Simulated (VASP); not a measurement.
# C in VASP: further runs

Runs on C. Level: r2SCAN. Tasks: single point.

Everything below comes from runs of VASP 6.6.1. Logs are shortened: lines on timing, memory, paths and dates and some standing lists are left out, and cuts for length are marked.

### Step 1. The cell of the first run

The cell holds a slab with vacuum, 4 atoms: a = 2.456 Å, b = 2.456 Å, c = 24.134 Å, α = 90.00°, β = 90.00°, γ = 120.00°.

### Step 2. Single point, r2SCAN

Input file POSCAR:

```
C
1.0
    2.4562275100      0.0000000000      0.0000000000
   -1.2281137500      2.1271554200      0.0000000000
    0.0000000000      0.0000000000     24.1339601700
C
4
Direct
    0.0000000000      0.0000000000      0.5704687699
    0.0000000000      0.0000000000      0.4295312301
    0.3333333295      0.6666666698      0.4295245599
    0.6666666705      0.3333333302      0.5704754401
```

Input file INCAR.step1:

```
PREC = Accurate
ENCUT = 520
ISMEAR = 1
SIGMA = 0.1
LREAL = False
LASPH = True
NELM = 60
NBANDS = 16
GGA = PE
ALGO = Normal
EDIFF = 1E-4
LWAVE = True
LCHARG = False
```

Input file INCAR.step2:

```
PREC = Accurate
ENCUT = 520
EDIFF = 1E-7
ISMEAR = 1
SIGMA = 0.1
LREAL = False
LASPH = True
NELM = 60
ALGO = Normal
ISIF = 2
LWAVE = False
LCHARG = False
METAGGA = R2SCAN
LMIXTAU = True
NBANDS = 16
ISTART = 1
```

Input file KPOINTS:

```
Automatic mesh
0
Gamma
  3 3 1
```

Potentials or basis: VASP PAW PBE potentials, release 64 (C).

Started as:

```sh
$ cat potpaw_PBE.64/C/POTCAR > POTCAR
$ cp INCAR.step1 INCAR
$ mpirun -np 1 vasp_std > vasp.out
$ cp INCAR.step2 INCAR
$ mpirun -np 1 vasp_std > vasp.out
```

OUTCAR:

```text
PREC = Accurate
   ENCUT = 520
   EDIFF = 1E-7
   ISMEAR = 1
   LREAL = False
   LASPH = True
   NELM = 60
   ISIF = 2
   METAGGA = R2SCAN
   ISTART = 1

 ion  position               nearest neighbor table
   1  0.000  0.000  0.570-   4 1.42   4 1.42   4 1.42
   2  0.000  0.000  0.430-   3 1.42   3 1.42   3 1.42
   3  0.333  0.667  0.430-   2 1.42   2 1.42   2 1.42
   4  0.667  0.333  0.570-   1 1.42   1 1.42   1 1.42

  LATTYP: Found a hexagonal cell.
 ALAT       =     2.4562275100
 C/A-ratio  =     9.8256208237

  Lattice vectors:

 A1 = (   2.4562275100,   0.0000000000,   0.0000000000)
 A2 = (  -1.2281137500,   2.1271554200,   0.0000000000)
 A3 = (   0.0000000000,   0.0000000000,  24.1339601700)

Analysis of symmetry for initial positions (statically):
=====================================================================
 Subroutine PRICEL returns:
 Original cell was already a primitive cell.

 Routine SETGRP: Setting up the symmetry group for a
 hexagonal supercell.

 Subroutine GETGRP returns: Found 12 space group operations
 (whereof 12 operations were pure point group operations)
 out of a pool of 24 trial point group operations.

The static configuration has the point symmetry D_3d.

Analysis of symmetry for dynamics (positions and initial velocities):
=====================================================================
 Subroutine PRICEL returns:
 Original cell was already a primitive cell.

 Routine SETGRP: Setting up the symmetry group for a
 hexagonal supercell.

 Subroutine GETGRP returns: Found 12 space group operations
 (whereof 12 operations were pure point group operations)
 out of a pool of 24 trial point group operations.

The dynamic configuration has the point symmetry D_3d.

 Subroutine INISYM returns: Found 12 space group operations
 (whereof 12 operations are pure point group operations),
 and found     1 'primitive' translations

----------------------------------------------------------------------------------------

                                     Primitive cell

  volume of cell :     126.0946

  direct lattice vectors                    reciprocal lattice vectors
     2.456227510  0.000000000  0.000000000     0.407128410  0.235055696  0.000000000
    -1.228113750  2.127155420  0.000000000     0.000000000  0.470111394  0.000000000
     0.000000000  0.000000000 24.133960170     0.000000000  0.000000000  0.041435388

  length of vectors
     2.456227510  2.456227507 24.133960170     0.470111393  0.470111394  0.041435388

  position of ions in fractional coordinates (direct lattice)
     0.000000000  0.000000000  0.570468770
     0.000000000  0.000000000  0.429531230
     0.333333330  0.666666670  0.429524560
     0.666666670  0.333333330  0.570475440

  ion indices of the primitive-cell ions
   primitive index   ion index
                 1           1
                 2           2
                 3           3
                 4           4

----------------------------------------------------------------------------------------

 KPOINTS: Automatic mesh

Automatic generation of k-mesh.
 Grid dimensions read from file:
 generate k-points for:    3    3    1

 Generating k-lattice:

  Cartesian coordinates                     Fractional coordinates (reciprocal lattice)
     0.135709470  0.078351899  0.000000000     0.333333333 -0.000000000  0.000000000
     0.000000000  0.156703798  0.000000000     0.000000000  0.333333333  0.000000000
     0.000000000  0.000000000  0.041435388     0.000000000  0.000000000  1.000000000

  Length of vectors
     0.156703798  0.156703798  0.041435388

  Shift w.r.t. Gamma in fractional coordinates (k-lattice)
     0.000000000  0.000000000  0.000000000

 Subroutine IBZKPT returns following result:
 ===========================================

 Found      3 irreducible k-points:

 Following reciprocal coordinates:
            Coordinates               Weight
  0.000000  0.000000  0.000000      1.000000
  0.333333 -0.000000  0.000000      6.000000
  0.333333  0.333333  0.000000      2.000000
   k-points           NKPTS =      3   k-points in BZ     NKDIM =      3   number of bands    NBANDS=     16
   number of dos      NEDOS =    301   number of ions     NIONS =      4
   total plane-waves  NPLWV =  58320
   dimension x,y,z NGX =    18 NGY =   18 NGZ =  180
   dimension x,y,z NGXF=    36 NGYF=   36 NGZF=  360
   ions per type =               4
   NGX,Y,Z   is equivalent  to a cutoff of  12.18, 12.18, 12.40 a.u.
   NGXF,Y,Z  is equivalent  to a cutoff of  24.37, 24.37, 24.80 a.u.
 SYSTEM =  unknown system
   PREC   = accura    normal or accurate (medium, high low for compatibility)
   ISTART =      1    job   : 0-new  1-cont  2-samecut
   ICHARG =      0    charge: 1-file 2-atom 10-const
   ISPIN  =      1    spin polarized calculation?
   LNONCOLLINEAR =      F non collinear calculations
   LSORBIT =      F    spin-orbit coupling
   LASPH  =      T    aspherical Exc in radial PAW
   ENCUT  =  520.0 eV  38.22 Ry    6.18 a.u.   4.57  4.57 44.87*2*pi/ulx,y,z
   NELM   =     60;   NELMIN=  2; NELMDL=  0     # of ELM steps
   EDIFF  = 0.1E-06   stopping-criterion for ELM
   LREAL  =      F    real-space projection
   EDIFFG = 0.1E-05   stopping-criterion for IOM
   NSW    =      0    number of steps for IOM
   IBRION =     -1    ionic relax: 0-MD 1-quasi-New 2-CG
   NFREE  =      0    steps in history (QN), initial steepest desc. (CG)
   ISIF   =      2    stress and relaxation
   ISYM   =      2    0-nonsym 1-usesym 2-fastsym
   POTIM  = 0.5000    time-step for ionic-motion
   TEBEG  =    0.0;   TEEND  =   0.0 temperature during run
   PSTRESS=    0.0 pullay stress
   NELECT =      16.0000    total number of electrons
   NUPDOWN=      -1.0000    fix difference up-down
   EMIN   =  10.00;   EMAX   =-10.00  energy-range for DOS
   EFERMI =   0.00;   METHOD = LEGACY
   ISMEAR =     1;   SIGMA  =   0.10  broadening in eV -4-tet -1-fermi 0-gaus
   EFERMI_NEDOS =   21; number of points for ismear=-14 and -15
   IALGO  =     38    algorithm
   IMIX   =      4    mixing-type and parameters
     AMIX     =   0.40;   BMIX     =  1.00
     AMIX_MAG =   1.60;   BMIX_MAG =  1.00
  volume/ion in A,a.u.               =      31.52       212.73
  Fermi-wavevector in a.u.,A,eV,Ry     =   0.822652  1.554586  9.207823  0.676756
  Thomas-Fermi vector in A             =   1.934024
   LORBIT       =      0    0 simple, 1 ext, 2 COOP (PROOUT), +10 PAW based schemes
   METAGGA = R2SCAN    functional components
   LHFCALC =     F    Hartree Fock is set to
   AEXX    =    0.0000 exact exchange contribution
   IVDW    =     0    specifies the selected vdW correction
   LEPSILON=     F    determine dielectric tensor
   LRPA    =     F    only Hartree local field effects (RPA)
 non-spin polarized calculation
 Methfessel and Paxton  Order N= 1 SIGMA  =   0.10
  energy-cutoff  :      520.00
  volume of cell :      126.09
 maximum number of plane-waves:      3420
 NGX is ok and might be reduce to    18
   NGX =  9   NGY =  9   NGZ = 89

 number of electron      15.9999996 magnetization

 Free energy of the ion-electron system (eV)
  ---------------------------------------------------
  ext. energy  EPLUGINS =         0.00000000
  ---------------------------------------------------
  free energy    TOTEN  =       -38.62143695 eV

  energy without entropy =      -38.60890507  energy(sigma->0) =      -38.61725966

 E-fermi :  -1.7491     XC(G=0):  -3.3543

 val. band max:       -2.0686684488   @ k =   0.3333   0.3333   0.0000
 cond. band min:      -1.7490966254   @ k =   0.3333   0.3333   0.0000
 fundamental gap:      0.3195718234
 Fermi energy:        -1.7490979412

 k-point     1 :       0.0000    0.0000    0.0000
  band No.  band energies     occupation
      1     -22.6603      2.00000
      2     -22.5271      2.00000
      3     -10.3368      2.00000
      4      -9.4046      2.00000
      5      -4.9678      2.00000
      6      -4.9678      2.00000
      7      -4.9595      2.00000
      8      -4.9595      2.00000
      9       1.9541      0.00000
     10       2.3340      0.00000
     11       2.7009      0.00000
     12       3.4370      0.00000
     13       3.8496      0.00000
     14       5.2888      0.00000
     15       5.3087      0.00000
     16       6.9598      0.00000

 k-point     2 :       0.3333   -0.0000    0.0000
  band No.  band energies     occupation
      1     -19.9023      2.00000
      2     -19.7897      2.00000
      3     -12.0696      2.00000
      4     -12.0095      2.00000
      5      -7.9129      2.00000
      6      -7.8894      2.00000
      7      -7.0941      2.00000
      8      -6.2819      2.00000
      9       3.3235      0.00000
     10       3.7872      0.00000
     11       5.5314      0.00000
     12       5.9659      0.00000
     13       6.2917      0.00000
     14       6.3588      0.00000
     15       6.4829      0.00000
     16       7.1071      0.00000

 k-point     3 :       0.3333    0.3333    0.0000
  band No.  band energies     occupation
      1     -15.2990      2.00000
      2     -15.2537      2.00000
      3     -15.2537      2.00000
      4     -15.2131      2.00000
      5     -12.9176      2.00000
      6     -12.9176      2.00000
      7      -2.0687      2.00006
      8      -1.7491      0.99998
      9      -1.7491      0.99998
     10      -1.4075     -0.00002
     11       9.2665      0.00000
     12       9.2665      0.00000
     13      11.4946      0.00000
     14      11.8209      0.00000
     15      11.8209      0.00000
     16      12.6602      0.00000

------------------------ aborting loop because EDIFF is reached ----------------------------------------

  FORCE on cell =-STRESS in cart. coord.  units (eV):
  Direction    XX          YY          ZZ          XY          YZ          ZX
  --------------------------------------------------------------------------------------
  -------------------------------------------------------------------------------------
  Total        1.2343040      1.2343040     -0.6163431      0.0000000      0.0000000      0.0000000
  in kB       15.6832588     15.6832588     -7.8313509      0.0000000      0.0000000      0.0000000
  external PRESSURE =       7.8450556 kB  Pullay stress =       0.0000000 kB

 VOLUME and BASIS-vectors are now :
 -----------------------------------------------------------------------------
  energy-cutoff  :      520.00
  volume of cell :      126.09
      direct lattice vectors                 reciprocal lattice vectors
     2.456227510  0.000000000  0.000000000     0.407128410  0.235055696  0.000000000
    -1.228113750  2.127155420  0.000000000     0.000000000  0.470111394  0.000000000
     0.000000000  0.000000000 24.133960170     0.000000000  0.000000000  0.041435388

 POSITION                                       TOTAL-FORCE (eV/Angst)
 -----------------------------------------------------------------------------------
      0.00000      0.00000     13.76767        -0.000000      0.000000     -0.235361
      0.00000      0.00000     10.36629        -0.000000     -0.000000      0.235361
     -0.00000      1.41810     10.36613         0.000000     -0.000000     -0.061810
      1.22811      0.70905     13.76783        -0.000000      0.000000      0.061810
 -----------------------------------------------------------------------------------
    total drift:                               -0.000000      0.000000      0.000000

  FREE ENERGIE OF THE ION-ELECTRON SYSTEM (eV)
  ---------------------------------------------------
  free  energy   TOTEN  =       -38.6214369486 eV

  energy  without entropy=      -38.6089050714  energy(sigma->0) =      -38.61725966
```

It took 58 s on 1 thread of AMD EPYC 7R13 (Zen 3), shared host; peak memory 0.2 GiB.

Results:

| Property | Result |
| --- | --- |
| Free energy | -38.6214 eV |
| Largest force | 0.235 eV/Å |
| Band gap on the k mesh | zero (filled and empty bands touch) |

Forces in eV/Å, atoms in the order of the input:
```
C    0.000  0.000 -0.235
C    0.000  0.000  0.235
C    0.000  0.000 -0.062
C    0.000  0.000  0.062
```

Levels at points of the mesh, in eV from the Fermi level:
```tsv
k point	band 5	band 6	band 7	band 8	band 9	band 10	band 11	band 12
(0.00, 0.00, 0.00)	-3.22	-3.22	-3.21	-3.21	3.70	4.08	4.45	5.19
```

Caveat: the k points lie up to 0.98 Å⁻¹ apart; the PAW data sets were made with another functional, which shifts forces and pressure a little.

### Step 3. Single point, r2SCAN

POSCAR is that of step 2.

Input file INCAR.step1:

```
PREC = Accurate
ENCUT = 520
ISMEAR = 1
SIGMA = 0.1
LREAL = F
LASPH = T
NELM = 100
NBANDS = 16
GGA = PE
ALGO = Normal
EDIFF = 1E-4
LWAVE = T
LCHARG = F
```

Input file INCAR.step2:

```
PREC = Accurate
ENCUT = 520
EDIFF = 1E-6
ISMEAR = 1
SIGMA = 0.1
LREAL = F
LASPH = T
NELM = 100
ALGO = Normal
ISIF = 2
LWAVE = F
LCHARG = F
METAGGA = R2SCAN
LMIXTAU = T
NBANDS = 16
ISTART = 1
```

Input file KPOINTS:

```
Automatic mesh
0
Gamma
  5 5 1
```

Potentials or basis: VASP PAW PBE potentials, release 64 (C).

Started as:

```sh
$ cat potpaw_PBE.64/C/POTCAR > POTCAR
$ cp INCAR.step1 INCAR
$ mpirun -np 1 vasp_std > vasp.out
$ cp INCAR.step2 INCAR
$ mpirun -np 1 vasp_std > vasp.out
```

It took 78 s on 1 thread of AMD EPYC 7R13 (Zen 3), shared host; peak memory 0.2 GiB.

It converged, with:

```yaml
Free_energy: -39.6694 eV
Largest_force: 0.008 eV/Å
```

Forces on the atoms (eV/Å):
```
C    0.000  0.000  0.008
C    0.000  0.000 -0.008
C    0.000  0.000 -0.005
C    0.000  0.000  0.005
```

Caveat: the k points lie up to 0.59 Å⁻¹ apart; the PAW data sets were made with another functional, which shifts forces and pressure a little.

### Step 4. Single point, r2SCAN

POSCAR is that of step 3.

Input file INCAR.step1:

```
  PREC = Accurate
  ENCUT = 520
  ISMEAR = 1
  SIGMA = 0.1
  LREAL = False
  LASPH = True
  NELM = 100
  NBANDS = 16
  GGA = PE
  ALGO = Normal
  EDIFF = 1E-4
  LWAVE = True
  LCHARG = False
```

Input file INCAR.step2:

```
  PREC = Accurate
  ENCUT = 520
  EDIFF = 1E-6
  ISMEAR = 1
  SIGMA = 0.1
  LREAL = False
  LASPH = True
  NELM = 100
  ALGO = Normal
  ISIF = 2
  LWAVE = False
  LCHARG = True
  METAGGA = R2SCAN
  LMIXTAU = True
  LELF = True
  LVHAR = True
  NBANDS = 16
  ISTART = 1
```

Input file KPOINTS:

```
Automatic mesh
0
Gamma
  6 6 1
```

Started as:

```sh
$ cat potpaw_PBE.64/C/POTCAR > POTCAR
$ cp INCAR.step1 INCAR
$ mpirun -np 1 vasp_std > vasp.out
$ cp INCAR.step2 INCAR
$ mpirun -np 1 vasp_std > vasp.out
```

Run time: 92 s. Hardware: 1 thread of AMD EPYC 7R13 (Zen 3), shared host; peak memory 0.21 GiB.

The run converged. Its results:

| Item | Value |
| --- | --- |
| Free energy | -39.6293 eV |
| Largest force | 0.038 eV/Å |
| Band gap on the k mesh | zero (filled and empty bands touch) |

Forces in eV/Å, atoms in the order of the input:
```
C    0.000  0.000 -0.038
C    0.000  0.000  0.038
C    0.000  0.000 -0.026
C    0.000  0.000  0.026
```

Levels at points of the mesh, in eV from the Fermi level:
```
           k point  band 5  band 6  band 7  band 8  band 9  band 10  band 11  band 12
(0.00, 0.00, 0.00)   -3.22   -3.22   -3.21   -3.21    3.76     4.14     4.49     5.23
(0.50, 0.00, 0.00)   -6.84   -6.82   -2.72   -2.37    1.66     2.02     7.68     7.86
```

Caveat: the k points lie up to 0.49 Å⁻¹ apart; the PAW data sets were made with another functional, which shifts forces and pressure a little.

### Step 5. Summary

| k mesh | gap on the mesh (eV) | largest force (eV/Å) |
| --- | --- | --- |
| 3 × 3 × 1 | none | 0.24 |
| 5 × 5 × 1 | - | 0.01 |
| 6 × 6 × 1 | none | 0.04 |

Alike in all rows: task single point; level r2SCAN; potentials or basis VASP PAW PBE potentials, release 64 (C); no spin polarisation; cell as given; cutoff (eV) 520; smearing methfessel-paxton 0.1 eV.

Caveats: all runs use coarse meshes; the PAW data sets were made with another functional, which shifts forces and pressure a little.

Total energies depend on the potentials used, so only differences within one code and one set of settings carry meaning.
